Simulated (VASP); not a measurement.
Set up this calculation in VASP 6.6.1, as the native input.

```yaml
Task: relaxation of cell and atoms
Functional: RPBE
Potentials_or_basis: VASP PAW PBE potentials, release 64 (Mo_sv)
Cutoff: 600 eV
k_mesh: 13 × 13 × 7
Occupations: fermi-dirac, width 0.1 eV
Spin: no spin polarisation
Dipole_correction: no
Further_INCAR_settings: ALGO = Normal; EDIFF = 1e-06; IBRION = 2; EDIFFG = -0.01; NSW = 80; ISIF = 3
```

The structure of Mo lies in POSCAR:

```
Mo
1.0
    2.8039216218      0.0000000000      0.0000000000
   -1.4019608109      2.4282673547      0.0000000000
    0.0000000000      0.0000000000      4.5788040084
Mo
2
Direct
    0.3333333333      0.6666666667      0.2500000000
    0.6666666667      0.3333333333      0.7500000000
```

These files were run (other wordings do the same):

INCAR

```
SYSTEM = Mo
  PREC = Accurate
  ENCUT = 600
  EDIFF = 1E-6
  ISMEAR = -1
  SIGMA = 0.1
  LREAL = .FALSE.
  LASPH = .TRUE.
  NELM = 80
  ALGO = Normal
  ISIF = 3
  LWAVE = .FALSE.
  LCHARG = .FALSE.
  GGA = RP
  IBRION = 2
  NSW = 80
  EDIFFG = -0.01
```

KPOINTS

```
Automatic mesh
0
G
  13 13 7
  0 0 0
```

Potentials or basis: VASP PAW PBE potentials, release 64 (Mo_sv).

Launch:

```sh
$ cat potpaw_PBE.64/Mo_sv/POTCAR > POTCAR
$ mpirun -np 1 vasp_std > vasp.out
```

Results of the run:

| Property | Result |
| --- | --- |
| Relaxed volume | 16.37 Å³/atom |
| Relaxed cell | a = 2.772 Å, b = 2.772 Å, c = 4.920 Å, α = 90.00°, β = 90.00°, γ = 120.00° |
| Space group after relaxing (to 0.05 Å) | P6_3/mmc (No. 194) |
| Energy gained by relaxing | 48.8 meV/atom |
| Ionic steps | 13 |
| Pressure after relaxing | 0.1 GPa |
| Band gap on the k mesh | zero (band 14 reaches 12.72 eV, above the bottom of band 15 at 11.13 eV) |

Caveat: the PAW data sets were made with another functional, which shifts forces and pressure a little.

Wall time 4 min on 1 thread of Intel Xeon 6975P-C, on a shared host, peak memory 0.2 GiB.
